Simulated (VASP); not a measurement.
Here is a VASP 6.6.1 calculation.

INCAR

```
PREC = Accurate
ENCUT = 600
EDIFF = 1E-7
ISMEAR = 0
SIGMA = 0.1
LREAL = False
LASPH = True
NELM = 100
ALGO = Normal
ISIF = 3
LWAVE = False
LCHARG = False
GGA = PE
IBRION = 2
NSW = 100
EDIFFG = -0.01
```

File KPOINTS:

```
regular mesh
0
Gamma
  6 6 6
```

Contents of POSCAR:

```
Rb3NaH
1.0
    6.2849757346      0.0000000000      0.0000000000
    0.0000000000      6.2849757346      0.0000000000
    0.0000000000      0.0000000000      6.2849757346
Rb Na H
3 1 1
Direct
    0.5000000000      0.0000000000      0.5000000000
    0.5000000000      0.5000000000      0.0000000000
    0.0000000000      0.5000000000      0.5000000000
    0.0000000000      0.0000000000      0.0000000000
    0.5000000000      0.5000000000      0.5000000000
```

Potentials or basis: VASP PAW PBE potentials, release 64 (Rb_sv, Na_pv, H).

The run is started by

```sh
$ cat potpaw_PBE.64/Rb_sv/POTCAR potpaw_PBE.64/Na_pv/POTCAR potpaw_PBE.64/H/POTCAR > POTCAR
$ mpirun -np 1 vasp_std > vasp.out
```

Question: What does it give for the space group after relaxing (to 0.1 Å)?

Answer: Pm-3m (No. 221).

Question: Estimate the relaxed cell.

Answer: a = 6.308 Å, b = 6.308 Å, c = 6.308 Å, α = 90.00°, β = 90.00°, γ = 90.00°.

Final structure:
```
Rb Na H
1.0
     6.30802    0.00000    0.00000
     0.00000    6.30802    0.00000
     0.00000    0.00000    6.30802
Rb Na H
3 1 1
Cartesian
  3.1540 0.0000 3.1540
  3.1540 3.1540 0.0000
  0.0000 3.1540 3.1540
  0.0000 0.0000 0.0000
  3.1540 3.1540 3.1540
```
